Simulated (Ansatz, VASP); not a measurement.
## One calculation of BN, two programs

```
B N
1.0
     2.50084    0.00000    0.00000
    -1.25042    2.16579    0.00000
     0.00000    0.00000    6.89315
B N
2 2
Direct
  0.33333 0.66667 0.25000
  0.66667 0.33333 0.75000
  0.66667 0.33333 0.25000
  0.33333 0.66667 0.75000
```

Alike in both runs: task single point; functional HSE06; k mesh 6 × 6 × 2; no spin polarisation.

|  | VASP | Ansatz |
| --- | --- | --- |
| version | VASP 6.6.1 | Ansatz 0.2.0 |
| potentials or method | VASP PAW PBE potentials, release 64 (B, N) | plane waves |
| plane-wave cutoff (eV) | 520 | 420 |
| occupations | gaussian, width 0.01 eV | fixed |
| valence electrons in the cell | 16 | 16 |

Ansatz gave:

```
gap on the k mesh at the Fermi level (eV)                     : 5.65
pressure (GPa)                                                : -1.0
traceless stress, the component that is largest in VASP (GPa) : 2.52
```

Problem. Which values does VASP return?

Solution. gap on the k mesh at the Fermi level (eV): 5.64; pressure (GPa): -0.8; traceless stress, the component that is largest in VASP (GPa): 2.13.

Ansatz's warnings: stress exchange threshold loose, stress scf threshold loose.

The k mesh is coarse, so the values compare programs but aren't converged.
